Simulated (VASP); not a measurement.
# ZrSi3O8 (C2) in VASP: a series of runs

ZrSi3O8 is run at these levels: PBE, revPBE; tasks: single point.

Everything below comes from runs of VASP 6.6.1. Logs are shortened: lines on timing, memory, paths and dates and some standing lists are left out, and cuts for length are marked.

## 1. The cell of the first run

Symmetry: C2, No. 5, monoclinic system. The conventional cell has a = 7.526 Å, b = 7.662 Å, c = 7.616 Å, α = 90.00°, β = 90.03°, γ = 90.00°. Within 2.6 Å of Zr (site symmetry 2) lie 4 O at 1.95 to 1.96 Å. Within 2.2 Å of Si (site symmetry 1) lie 4 O at 1.63 to 1.64 Å. Within 2.2 Å of Si (site symmetry 2) lie 4 O at 1.63 Å. O (site symmetry 1) has 2 Si at 1.63 Å within 2.2 Å. Within 2.2 Å of O (site symmetry 1) lie 1 Si at 1.64 Å and 1 Zr at 1.95 Å. O (site symmetry 1) has 2 Si at 1.63 Å within 2.2 Å. Within 2.2 Å of O (site symmetry 1) lie 1 Si at 1.63 Å and 1 Zr at 1.96 Å.

## 2. Single point, PBE

The input, INCAR:

```
PREC = Accurate
ENCUT = 520
EDIFF = 1E-6
ISMEAR = 0
SIGMA = 0.02
LREAL = False
LASPH = True
NELM = 100
ALGO = Normal
ISIF = 2
LWAVE = False
LCHARG = False
GGA = PE
NBANDS = 48
```

The input, KPOINTS:

```
regular mesh
0
Gamma
  4 4 4
```

The input, POSCAR:

```
ZrSi3O8
1.0
    3.7632118877     -3.8309161048     -0.0003043822
    3.7632118877      3.8309161048     -0.0003043822
   -0.0038859409      0.0000000000      7.6155906323
Zr Si O
1 3 8
Direct
    0.4798894951      0.5201105049      0.0000000000
    0.9751639082      0.4760642587      0.7303488775
    0.5239357413      0.0248360918      0.2696511225
    0.0230690504      0.9769309496      0.5000000000
    0.0420240498      0.2398605982      0.6057903200
    0.5316661736      0.8576887329      0.0902641357
    0.1423112671      0.4683338264      0.9097358643
    0.7601394018      0.9579759502      0.3942096800
    0.0377575338      0.7393355560      0.6316425738
    0.5378912653      0.3148632120      0.2086817257
    0.6851367880      0.4621087347      0.7913182743
    0.2606644440      0.9622424662      0.3683574262
```

Potentials or basis: VASP PAW PBE potentials, release 64 (Zr_sv, Si, O).

Run with:

```sh
> cat potpaw_PBE.64/Zr_sv/POTCAR potpaw_PBE.64/Si/POTCAR potpaw_PBE.64/O/POTCAR > POTCAR
> mpirun -np 1 vasp_std > vasp.out
```

OUTCAR:

```text
PREC = Accurate
   ENCUT = 520
   EDIFF = 1E-6
   ISMEAR = 0
   LREAL = False
   LASPH = True
   NELM = 100
   ISIF = 2
   GGA = PE

 ion  position               nearest neighbor table
   1  0.480  0.520  0.000-   6 1.95   7 1.95  10 1.96  11 1.96   2 3.37   3 3.37   3 3.40   2 3.40

   2  0.975  0.476  0.730-  11 1.63   5 1.63   9 1.63   7 1.64   1 3.37   1 3.40
   3  0.524  0.025  0.270-  10 1.63   8 1.63  12 1.63   6 1.64   1 3.37   1 3.40
   4  0.023  0.977  0.500-   9 1.63  12 1.63   5 1.63   8 1.63
   5  0.042  0.240  0.606-   4 1.63   2 1.63
   6  0.532  0.858  0.090-   3 1.64   1 1.95
   7  0.142  0.468  0.910-   2 1.64   1 1.95
   8  0.760  0.958  0.394-   4 1.63   3 1.63
   9  0.038  0.739  0.632-   4 1.63   2 1.63
  10  0.538  0.315  0.209-   3 1.63   1 1.96
  11  0.685  0.462  0.791-   2 1.63   1 1.96
  12  0.261  0.962  0.368-   4 1.63   3 1.63

  LATTYP: Found a base centered monoclinic cell.
 ALAT       =     7.5264238000
 B/A-ratio  =     1.0179910690
 C/A-ratio  =     1.0118473031
 COS(beta)  =    -0.0005911448

  Lattice vectors:

 A1 = (   3.7632118877,  -3.8309161048,  -0.0003043822)
 A2 = (   3.7632118877,   3.8309161048,  -0.0003043822)
 A3 = (  -0.0038859409,   0.0000000000,   7.6155906323)

Analysis of symmetry for initial positions (statically):
=====================================================================
 Subroutine PRICEL returns:
 Original cell was already a primitive cell.

 Routine SETGRP: Setting up the symmetry group for a
 base centered monoclinic supercell.

 Subroutine GETGRP returns: Found  2 space group operations
 (whereof  2 operations were pure point group operations)
 out of a pool of  4 trial point group operations.

The static configuration has the point symmetry C_2 .

Analysis of symmetry for dynamics (positions and initial velocities):
=====================================================================
 Subroutine PRICEL returns:
 Original cell was already a primitive cell.

 Routine SETGRP: Setting up the symmetry group for a
 base centered monoclinic supercell.

 Subroutine GETGRP returns: Found  2 space group operations
 (whereof  2 operations were pure point group operations)
 out of a pool of  4 trial point group operations.

The dynamic configuration has the point symmetry C_2 .

 Subroutine INISYM returns: Found  2 space group operations
 (whereof  2 operations are pure point group operations),
 and found     1 'primitive' translations

----------------------------------------------------------------------------------------

                                     Primitive cell

  volume of cell :     219.5811

  direct lattice vectors                    reciprocal lattice vectors
     3.763211888 -3.830916105 -0.000304382     0.132865232 -0.130517084  0.000067796
     3.763211888  3.830916105 -0.000304382     0.132865232  0.130517084  0.000067796
    -0.003885941  0.000000000  7.615590632     0.000010621  0.000000000  0.131309584

  length of vectors
     5.370072812  5.370072812  7.615591624     0.186246836  0.186246836  0.131309585

  position of ions in fractional coordinates (direct lattice)
     0.479889495  0.520110505  0.000000000
     0.975163908  0.476064259  0.730348877
     0.523935741  0.024836092  0.269651123
     0.023069050  0.976930950  0.500000000
     0.042024050  0.239860598  0.605790320
     0.531666174  0.857688733  0.090264136
     0.142311267  0.468333826  0.909735864
     0.760139402  0.957975950  0.394209680
     0.037757534  0.739335556  0.631642574
     0.537891265  0.314863212  0.208681726
     0.685136788  0.462108735  0.791318274
     0.260664444  0.962242466  0.368357426

  ion indices of the primitive-cell ions
   primitive index   ion index
                 1           1
                 2           2
                 3           3
                 4           4
                 5           5
                 6           6
                 7           7
                 8           8
                 9           9
                10          10
                11          11
                12          12

----------------------------------------------------------------------------------------

 KPOINTS: regular mesh

Automatic generation of k-mesh.
 Grid dimensions read from file:
 generate k-points for:    4    4    4

 Generating k-lattice:

  Cartesian coordinates                     Fractional coordinates (reciprocal lattice)
     0.033216308 -0.032629271  0.000016949     0.250000000  0.000000000  0.000000000
     0.033216308  0.032629271  0.000016949     0.000000000  0.250000000  0.000000000
     0.000002655  0.000000000  0.032827396     0.000000000  0.000000000  0.250000000

  Length of vectors
     0.046561709  0.046561709  0.032827396

  Shift w.r.t. Gamma in fractional coordinates (k-lattice)
     0.000000000  0.000000000  0.000000000

 Subroutine IBZKPT returns following result:
 ===========================================

 Found     24 irreducible k-points:

 Following reciprocal coordinates:
            Coordinates               Weight
  0.000000  0.000000  0.000000      1.000000
  0.250000 -0.000000  0.000000      4.000000
  0.500000 -0.000000  0.000000      2.000000
  0.250000  0.250000  0.000000      2.000000
  0.500000  0.250000  0.000000      4.000000
 -0.250000  0.250000  0.000000      2.000000
[... 16 lines left out ...]
 -0.250000  0.250000  0.500000      2.000000
  0.500000  0.500000  0.500000      1.000000
   k-points           NKPTS =     24   k-points in BZ     NKDIM =     24   number of bands    NBANDS=     48
   number of dos      NEDOS =    301   number of ions     NIONS =     12
   total plane-waves  NPLWV =  96000
   dimension x,y,z NGX =    40 NGY =   40 NGZ =   60
   dimension x,y,z NGXF=    80 NGYF=   80 NGZF=  120
   ions per type =               1   3   8
   NGX,Y,Z   is equivalent  to a cutoff of  12.38, 12.38, 13.10 a.u.
   NGXF,Y,Z  is equivalent  to a cutoff of  24.77, 24.77, 26.20 a.u.
 SYSTEM =  unknown system
   PREC   = accura    normal or accurate (medium, high low for compatibility)
   ISTART =      0    job   : 0-new  1-cont  2-samecut
   ICHARG =      2    charge: 1-file 2-atom 10-const
   ISPIN  =      1    spin polarized calculation?
   LNONCOLLINEAR =      F non collinear calculations
   LSORBIT =      F    spin-orbit coupling
   LASPH  =      T    aspherical Exc in radial PAW
   ENCUT  =  520.0 eV  38.22 Ry    6.18 a.u.   9.98  9.98 14.16*2*pi/ulx,y,z
   NELM   =    100;   NELMIN=  2; NELMDL= -5     # of ELM steps
   EDIFF  = 0.1E-05   stopping-criterion for ELM
   LREAL  =      F    real-space projection
   EDIFFG = 0.1E-04   stopping-criterion for IOM
   NSW    =      0    number of steps for IOM
   IBRION =     -1    ionic relax: 0-MD 1-quasi-New 2-CG
   NFREE  =      0    steps in history (QN), initial steepest desc. (CG)
   ISIF   =      2    stress and relaxation
   ISYM   =      2    0-nonsym 1-usesym 2-fastsym
   POTIM  = 0.5000    time-step for ionic-motion
   TEBEG  =    0.0;   TEEND  =   0.0 temperature during run
   PSTRESS=    0.0 pullay stress
   NELECT =      72.0000    total number of electrons
   NUPDOWN=      -1.0000    fix difference up-down
   EMIN   =  10.00;   EMAX   =-10.00  energy-range for DOS
   EFERMI =   0.00;   METHOD = LEGACY
   ISMEAR =     0;   SIGMA  =   0.02  broadening in eV -4-tet -1-fermi 0-gaus
   EFERMI_NEDOS =   21; number of points for ismear=-14 and -15
   IALGO  =     38    algorithm
   IMIX   =      4    mixing-type and parameters
     AMIX     =   0.40;   BMIX     =  1.00
     AMIX_MAG =   1.60;   BMIX_MAG =  1.00
  volume/ion in A,a.u.               =      18.30       123.48
  Fermi-wavevector in a.u.,A,eV,Ry     =   1.128896  2.133305 17.339357  1.274407
  Thomas-Fermi vector in A             =   2.265588
   LORBIT       =      0    0 simple, 1 ext, 2 COOP (PROOUT), +10 PAW based schemes
   GGA     = PE    functional components
   LHFCALC =     F    Hartree Fock is set to
   AEXX    =    0.0000 exact exchange contribution
   IVDW    =     0    specifies the selected vdW correction
   LEPSILON=     F    determine dielectric tensor
   LRPA    =     F    only Hartree local field effects (RPA)
 non-spin polarized calculation
 Gauss-broadening in eV      SIGMA  =   0.02
  energy-cutoff  :      520.00
  volume of cell :      219.58
 maximum number of plane-waves:      5936
   NGX = 19   NGY = 19   NGZ = 29

 number of electron      72.0000001 magnetization

 Free energy of the ion-electron system (eV)
  ---------------------------------------------------
  ext. energy  EPLUGINS =         0.00000000
  ---------------------------------------------------
  free energy    TOTEN  =       -99.12048140 eV

  energy without entropy =      -99.12048140  energy(sigma->0) =      -99.12048140

 E-fermi :  -0.7884     XC(G=0):  -7.5494

 val. band max:       -0.8787412376   @ k =   0.0000   0.0000   0.0000
 cond. band min:       4.3024231173   @ k =   0.0000   0.0000   0.0000
 fundamental gap:      5.1811643549
 Fermi energy:        -0.7883627019

 k-point     1 :       0.0000    0.0000    0.0000
  band No.  band energies     occupation
      1     -47.7558      2.00000
      2     -26.1612      2.00000
      3     -26.1197      2.00000
      4     -26.0912      2.00000
      5     -19.7154      2.00000
      6     -18.8394      2.00000
[... 40 lines left out ...]
     47       8.8930      0.00000
     48       8.9421      0.00000

 k-point     2 :       0.2500   -0.0000    0.0000
  band No.  band energies     occupation
      1     -47.7557      2.00000
      2     -26.1601      2.00000
      3     -26.1220      2.00000
      4     -26.0934      2.00000
      5     -19.6317      2.00000
      6     -18.8663      2.00000
[... 40 lines left out ...]
     47       9.0456      0.00000
     48       9.0991      0.00000

 k-point     3 :       0.5000   -0.0000    0.0000
  band No.  band energies     occupation
      1     -47.7557      2.00000
      2     -26.1589      2.00000
      3     -26.1248      2.00000
      4     -26.0954      2.00000
      5     -19.5217      2.00000
      6     -18.9317      2.00000
[... 40 lines left out ...]
     47       8.7853      0.00000
     48       9.1074      0.00000

 k-point     4 :       0.2500    0.2500    0.0000
  band No.  band energies     occupation
      1     -47.7557      2.00000
      2     -26.1590      2.00000
      3     -26.1240      2.00000
      4     -26.0960      2.00000
      5     -19.5377      2.00000
      6     -18.8699      2.00000
[... 958 lines left out ...]
     47       8.8045      0.00000
     48       9.1201      0.00000

 k-point    23 :      -0.2500    0.2500    0.5000
  band No.  band energies     occupation
      1     -47.7557      2.00000
      2     -26.1592      2.00000
      3     -26.1236      2.00000
      4     -26.0962      2.00000
      5     -19.5249      2.00000
      6     -18.9167      2.00000
[... 40 lines left out ...]
     47       8.7888      0.00000
     48       8.8974      0.00000

 k-point    24 :       0.5000    0.5000    0.5000
  band No.  band energies     occupation
      1     -47.7557      2.00000
      2     -26.1567      2.00000
      3     -26.1279      2.00000
      4     -26.1012      2.00000
      5     -19.1934      2.00000
      6     -18.9001      2.00000
[... 40 lines left out ...]
     47       8.3401      0.00000
     48       8.5833      0.00000

------------------------ aborting loop because EDIFF is reached ----------------------------------------

  FORCE on cell =-STRESS in cart. coord.  units (eV):
  Direction    XX          YY          ZZ          XY          YZ          ZX
  --------------------------------------------------------------------------------------
  -------------------------------------------------------------------------------------
  Total        0.1552089      0.1674712      0.1873377      0.0000000      0.0000000      0.0014890
  in kB        1.1324847      1.2219571      1.3669131      0.0000000      0.0000000      0.0108645
  external PRESSURE =       1.2404516 kB  Pullay stress =       0.0000000 kB

 VOLUME and BASIS-vectors are now :
 -----------------------------------------------------------------------------
  energy-cutoff  :      520.00
  volume of cell :      219.58
      direct lattice vectors                 reciprocal lattice vectors
     3.763211888 -3.830916105 -0.000304382     0.132865232 -0.130517084  0.000067796
     3.763211888  3.830916105 -0.000304382     0.132865232  0.130517084  0.000067796
    -0.003885941  0.000000000  7.615590632     0.000010621  0.000000000  0.131309584

 POSITION                                       TOTAL-FORCE (eV/Angst)
 -----------------------------------------------------------------------------------
      3.76321      0.15408     -0.00030        -0.000000      0.003018     -0.000000
      5.45844     -1.91201      5.56160         0.018872     -0.012434     -0.036045
      2.06410     -1.91201      2.05339        -0.018872     -0.012434      0.036045
      3.76127      3.65416      3.80749        -0.000000     -0.016281     -0.000000
      1.05844      0.75790      4.61337        -0.004308      0.007522      0.003594
      5.22809      1.24897      0.68699         0.015918      0.006019     -0.014507
      2.29445      1.24897      6.92799        -0.015918      0.006019      0.014507
      6.46410      0.75790      3.00162         0.004308      0.007522     -0.003594
      2.92191      2.68769      4.81009        -0.009177      0.001168      0.000986
      3.20828     -0.85440      1.58898         0.014675      0.004356      0.014550
      4.31425     -0.85440      6.02601        -0.014675      0.004356     -0.014550
      4.60063      2.68769      2.80489         0.009177      0.001168     -0.000986
 -----------------------------------------------------------------------------------
    total drift:                                0.000000      0.001005      0.000000

  FREE ENERGIE OF THE ION-ELECTRON SYSTEM (eV)
  ---------------------------------------------------
  free  energy   TOTEN  =       -99.1204814021 eV

  energy  without entropy=      -99.1204814021  energy(sigma->0) =      -99.12048140
```

Wall time 9.9 min (1 thread of AMD EPYC 7R13, shared host); peak memory 0.39 GiB.

What came out:

```yaml
Free_energy: -99.1205 eV
Pressure: 0.1 GPa
Largest_force: 0.043 eV/Å
Band_gap_on_the_k_mesh: 5.18 eV, direct
```

Forces on the atoms (eV/Å):
```
Zr   0.000  0.003  0.000
Si   0.019 -0.012 -0.036
Si  -0.019 -0.012  0.036
Si   0.000 -0.016  0.000
O   -0.004  0.008  0.004
O    0.016  0.006 -0.015
O   -0.016  0.006  0.015
O    0.004  0.008 -0.004
O   -0.009  0.001  0.001
O    0.015  0.004  0.015
O   -0.015  0.004 -0.015
O    0.009  0.001 -0.001
```

Levels at points of the mesh, in eV from the valence-band top:
```tsv
k point	band 33	band 34	band 35	band 36	band 37	band 38	band 39	band 40
(0.00, 0.00, 0.00)	-0.42	-0.18	-0.02	0.00	5.18	5.82	6.07	6.60
(0.50, 0.00, 0.00)	-0.59	-0.29	-0.18	-0.15	5.77	5.80	6.42	6.91
(0.50, 0.50, 0.00)	-0.71	-0.51	-0.28	-0.26	5.68	5.73	6.52	7.04
(0.00, 0.00, 0.50)	-0.32	-0.22	-0.17	-0.10	5.77	5.90	6.21	6.33
(0.50, 0.00, 0.50)	-0.75	-0.40	-0.07	0.00	5.78	5.82	6.41	6.83
(0.50, 0.50, 0.50)	-0.62	-0.58	-0.38	-0.25	5.70	5.79	6.49	6.97
```

A k mesh can miss the band edges. As with any semilocal functional, this PBE gap is likely too small.

[end of part 1 of 2]
